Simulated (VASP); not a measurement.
# Zr (P6_3/mmc) in VASP: single point with PBE+D3(BJ)

Aim: the single point of Zr with PBE+D3(BJ).

All numbers are computed with VASP 6.6.1; they aren't measurements. Logs are shortened: lines on timing, memory, paths and dates and some standing lists are left out, and cuts for length are marked.

### 1 The cell of the first run

It takes space group P6_3/mmc (No. 194, hexagonal). The conventional cell has a = 3.232 Å, b = 3.232 Å, c = 5.147 Å, α = 90.00°, β = 90.00°, γ = 120.00°. Within 4.2 Å of Zr (site symmetry -6m2) lie 12 Zr at 3.18 to 3.23 Å.

### 2 Single point, PBE+D3(BJ)

The input, INCAR:

```
SYSTEM = Zr
ALGO = Normal ; EDIFF = 1E-6
ENCUT = 500 ; GGA = PE
GGA_COMPAT = .False. ; ISIF = 2
ISMEAR = 0 ; IVDW = 12
LASPH = .True. ; LCHARG = .True.
LELF = .True. ; LREAL = .False.
LVHAR = .True. ; LWAVE = .False.
NBANDS = 19 ; NELM = 120
PREC = Accurate ; SIGMA = 0.1
```

The input, KPOINTS:

```
k-points
0
Gamma
  6 6 4
  0 0 0
```

The input, POSCAR:

```
Zr
1.0
    3.2319982225      0.0000000000      0.0000000000
   -1.6159991112      2.7989925656      0.0000000000
    0.0000000000      0.0000000000      5.1470000000
Zr
2
Direct
    0.3333333333      0.6666666667      0.2500000000
    0.6666666667      0.3333333333      0.7500000000
```

Potentials or basis: VASP PAW PBE potentials, release 64 (Zr_sv).

The run is started by

```
$ cat potpaw_PBE.64/Zr_sv/POTCAR > POTCAR
$ mpirun -np 1 vasp_std > vasp.out
```

OUTCAR:

```text
SYSTEM = Zr
   EDIFF = 1E-6
   ENCUT = 500
   GGA = PE
   ISIF = 2
   ISMEAR = 0
   IVDW = 12
   LASPH = .True.
   LREAL = .False.
   NELM = 120
   PREC = Accurate
 IVDW          = 12

 ion  position               nearest neighbor table
   1  0.333  0.667  0.250-   2 3.18   2 3.18   2 3.18   2 3.18   2 3.18   2 3.18
   2  0.667  0.333  0.750-   1 3.18   1 3.18   1 3.18   1 3.18   1 3.18   1 3.18

  LATTYP: Found a hexagonal cell.
 ALAT       =     3.2319982225
 C/A-ratio  =     1.5925132521

  Lattice vectors:

 A1 = (   3.2319982225,   0.0000000000,   0.0000000000)
 A2 = (  -1.6159991112,   2.7989925656,   0.0000000000)
 A3 = (   0.0000000000,   0.0000000000,   5.1470000000)

Analysis of symmetry for initial positions (statically):
=====================================================================
 Subroutine PRICEL returns:
 Original cell was already a primitive cell.

 Routine SETGRP: Setting up the symmetry group for a
 hexagonal supercell.

 Subroutine GETGRP returns: Found 24 space group operations
 (whereof 12 operations were pure point group operations)
 out of a pool of 24 trial point group operations.

The static configuration has the point symmetry D_3d.
 The point group associated with its full space group is D_6h.

Analysis of symmetry for dynamics (positions and initial velocities):
=====================================================================
 Subroutine PRICEL returns:
 Original cell was already a primitive cell.

 Routine SETGRP: Setting up the symmetry group for a
 hexagonal supercell.

 Subroutine GETGRP returns: Found 24 space group operations
 (whereof 12 operations were pure point group operations)
 out of a pool of 24 trial point group operations.

The dynamic configuration has the point symmetry D_3d.
 The point group associated with its full space group is D_6h.

 Subroutine INISYM returns: Found 24 space group operations
 (whereof 12 operations are pure point group operations),
 and found     1 'primitive' translations

----------------------------------------------------------------------------------------

                                     Primitive cell

  volume of cell :      46.5615

  direct lattice vectors                    reciprocal lattice vectors
     3.231998223  0.000000000  0.000000000     0.309406111  0.178635701  0.000000000
    -1.615999111  2.798992566  0.000000000     0.000000000  0.357271403  0.000000000
     0.000000000  0.000000000  5.147000000     0.000000000  0.000000000  0.194287935

  length of vectors
     3.231998223  3.231998222  5.147000000     0.357271403  0.357271403  0.194287935
[... 77 lines left out ...]
   EDIFF  = 0.1E-05   stopping-criterion for ELM
   LREAL  =      F    real-space projection
   EDIFFG = 0.1E-04   stopping-criterion for IOM
   NSW    =      0    number of steps for IOM
   IBRION =     -1    ionic relax: 0-MD 1-quasi-New 2-CG
   NFREE  =      0    steps in history (QN), initial steepest desc. (CG)
   ISIF   =      2    stress and relaxation
   ISYM   =      2    0-nonsym 1-usesym 2-fastsym
   POTIM  = 0.5000    time-step for ionic-motion
   TEBEG  =    0.0;   TEEND  =   0.0 temperature during run
   PSTRESS=    0.0 pullay stress
   NELECT =      24.0000    total number of electrons
   NUPDOWN=      -1.0000    fix difference up-down
   EMIN   =  10.00;   EMAX   =-10.00  energy-range for DOS
   EFERMI =   0.00;   METHOD = LEGACY
   ISMEAR =     0;   SIGMA  =   0.10  broadening in eV -4-tet -1-fermi 0-gaus
   EFERMI_NEDOS =   21; number of points for ismear=-14 and -15
   IALGO  =     38    algorithm
   IMIX   =      4    mixing-type and parameters
     AMIX     =   0.40;   BMIX     =  1.00
     AMIX_MAG =   1.60;   BMIX_MAG =  1.00
  volume/ion in A,a.u.               =      23.28       157.11
  Fermi-wavevector in a.u.,A,eV,Ry     =   1.312612  2.480476 23.442147  1.722949
  Thomas-Fermi vector in A             =   2.442992
   LORBIT       =      0    0 simple, 1 ext, 2 COOP (PROOUT), +10 PAW based schemes
   GGA     = PE    functional components
   LHFCALC =     F    Hartree Fock is set to
   AEXX    =    0.0000 exact exchange contribution
   IVDW    =    12    specifies the selected vdW correction
   LEPSILON=     F    determine dielectric tensor
   LRPA    =     F    only Hartree local field effects (RPA)
 non-spin polarized calculation
 Gauss-broadening in eV      SIGMA  =   0.10
  energy-cutoff  :      500.00
  volume of cell :       46.56
 maximum number of plane-waves:      1194
 NGX is ok and might be reduce to    24
   NGX = 11   NGY = 11   NGZ = 19

 number of electron      24.0000000 magnetization

 Free energy of the ion-electron system (eV)
  ---------------------------------------------------
  ext. energy  EPLUGINS =         0.00000000
  ---------------------------------------------------
  free energy    TOTEN  =       -17.03738713 eV

  energy without entropy =      -17.02491948  energy(sigma->0) =      -17.03115330

 E-fermi :   9.0482     XC(G=0): -11.0814

 val. band max:        9.0361418934   @ k =   0.0000   0.0000   0.5000
 cond. band min:       9.0874795359   @ k =   0.3333   0.3333   0.2500
 fundamental gap:      0.0513376424
 Fermi energy:         9.0482365608

 k-point     1 :       0.0000    0.0000    0.0000
  band No.  band energies     occupation
      1     -39.8376      2.00000
      2     -39.6830      2.00000
      3     -18.3679      2.00000
      4     -17.4887      2.00000
      5     -17.4887      2.00000
      6     -17.3609      2.00000
[... 439 lines left out ...]
      6     -17.8918      2.00000
[... 11 lines left out ...]
     18      13.3829      0.00000
     19      17.0301      0.00000

------------------------ aborting loop because EDIFF is reached ----------------------------------------

 Edisp (eV)   -1.05655

 E8    (eV) :    -0.5424

  FORCE on cell =-STRESS in cart. coord.  units (eV):
  Direction    XX          YY          ZZ          XY          YZ          ZX
  --------------------------------------------------------------------------------------
  -------------------------------------------------------------------------------------
  Total      -1.09350    -1.09350    -0.85984    -0.00000    -0.00000    -0.00000
  in kB     -37.62721   -37.62721   -29.58713    -0.00000    -0.00000    -0.00000
  external pressure =      -34.95 kB  Pullay stress =        0.00 kB

 VOLUME and BASIS-vectors are now :
 -----------------------------------------------------------------------------
  energy-cutoff  :      500.00
  volume of cell :       46.56
      direct lattice vectors                 reciprocal lattice vectors
     3.231998223  0.000000000  0.000000000     0.309406111  0.178635701  0.000000000
    -1.615999111  2.798992566  0.000000000     0.000000000  0.357271403  0.000000000
     0.000000000  0.000000000  5.147000000     0.000000000  0.000000000  0.194287935

 POSITION                                       TOTAL-FORCE (eV/Angst)
 -----------------------------------------------------------------------------------
     -0.00000      1.86600      1.28675         0.000000     -0.000000      0.000000
      1.61600      0.93300      3.86025        -0.000000      0.000000      0.000000
 -----------------------------------------------------------------------------------
    total drift:                               -0.000000      0.000000     -0.000000

  FREE ENERGIE OF THE ION-ELECTRON SYSTEM (eV)
  ---------------------------------------------------
  free  energy   TOTEN  =       -18.0939375219 eV

  energy  without entropy=      -18.0814698675  energy(sigma->0) =      -18.08770369
```

OSZICAR:

```text
N       E                     dE             d eps       ncg     rms          rms(c)
DAV:   1     0.205494520537E+03    0.20549E+03   -0.12871E+04   798   0.121E+03
DAV:   2    -0.230762882790E+01   -0.20780E+03   -0.20445E+03   953   0.359E+02
DAV:   3    -0.173886904922E+02   -0.15081E+02   -0.14964E+02  1412   0.681E+01
DAV:   4    -0.177317454417E+02   -0.34305E+00   -0.34282E+00   975   0.110E+01
DAV:   5    -0.177406621797E+02   -0.89167E-02   -0.89156E-02  1120   0.124E+00    0.143E+01
DAV:   6    -0.171469659184E+02    0.59370E+00   -0.92642E-01   854   0.727E+00    0.565E+00
DAV:   7    -0.170307086708E+02    0.11626E+00   -0.59009E-01  1075   0.510E+00    0.111E+00
DAV:   8    -0.170373170201E+02   -0.66083E-02   -0.42871E-02  1037   0.147E+00    0.247E-01
DAV:   9    -0.170374347673E+02   -0.11775E-03   -0.13857E-03  1014   0.329E-01    0.365E-02
DAV:  10    -0.170373865531E+02    0.48214E-04   -0.32618E-05  1054   0.361E-02    0.241E-02
DAV:  11    -0.170373871311E+02   -0.57791E-06   -0.94086E-06   900   0.331E-02
   1 F= -.18093938E+02 E0= -.18087704E+02  d E =-.124677E-01
```

It took 9.9 s on 1 thread of Intel Xeon Platinum 8488C (Sapphire Rapids), shared host; peak memory 0.16 GiB.

Results:

* Free energy: -18.0939 eV
* Pressure: -3.5 GPa
* Band gap on the k mesh: zero (band 12 reaches 9.86 eV, above the bottom of band 13 at 8.96 eV)
* Dispersion energy per atom: -0.528 eV

Levels at points of the mesh, in eV from the Fermi level:
| k point | band 9 | band 10 | band 11 | band 12 | band 13 | band 14 | band 15 | band 16 |
| --- | --- | --- | --- | --- | --- | --- | --- | --- |
| (0.00, 0.00, 0.00) | -5.71 | -3.09 | 0.81 | 0.81 | 0.96 | 1.12 | 1.51 | 1.51 |
| (0.50, 0.00, 0.00) | -2.62 | -2.56 | -2.19 | -0.27 | 0.48 | 0.73 | 1.41 | 4.84 |
| (0.00, 0.00, 0.50) | -4.00 | -4.00 | -0.01 | -0.01 | 0.72 | 0.72 | 0.72 | 0.72 |
| (0.50, 0.00, 0.50) | -2.92 | -2.92 | -1.11 | -1.11 | 1.57 | 1.57 | 2.15 | 2.15 |

Caveat: the k points lie up to 0.37 Å⁻¹ apart; pairwise dispersion overbinds metals, which lowers pressure and volume.
